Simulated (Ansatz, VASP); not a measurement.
AlH2: VASP beside Ansatz

```
CELL_PARAMETERS angstrom
2.11844 -2.11903 0.00000
2.11844 2.11903 0.00000
0.00000 0.00000 2.70913
ATOMIC_POSITIONS crystal
Al 0.00000 0.00000 0.50000
H 0.00000 0.50000 0.00000
H 0.50000 0.00000 0.00000
```

Alike in both runs: functional PBE; k mesh 6 × 6 × 6; occupations gaussian, width 0.1 eV; no spin polarisation.

Ansatz relaxed the structure, and its values are those at the end. VASP's run is a single point on that final structure, the one shown.

|  | VASP | Ansatz |
| --- | --- | --- |
| version | VASP 6.6.1 | Ansatz 0.2.0 |
| potentials or method | VASP PAW PBE potentials, release 64 (Al, H), cutoff 520 eV | scalar-relativistic, plane waves, PAW |
| valence electrons in the cell | 5 | 5 |

VASP gave:

* gap on the k mesh at the Fermi level (eV): none
* pressure (GPa): -0.3

Problem. What did Ansatz give for the same quantities?

Solution. gap on the k mesh at the Fermi level (eV): none; pressure (GPa): -0.1.

A gap of «none» marks a metal or a gap that the smearing closes. With one functional, cell and mesh, what is left measures potentials, basis and numerics.

The k mesh is coarse, so the values compare programs but aren't converged.
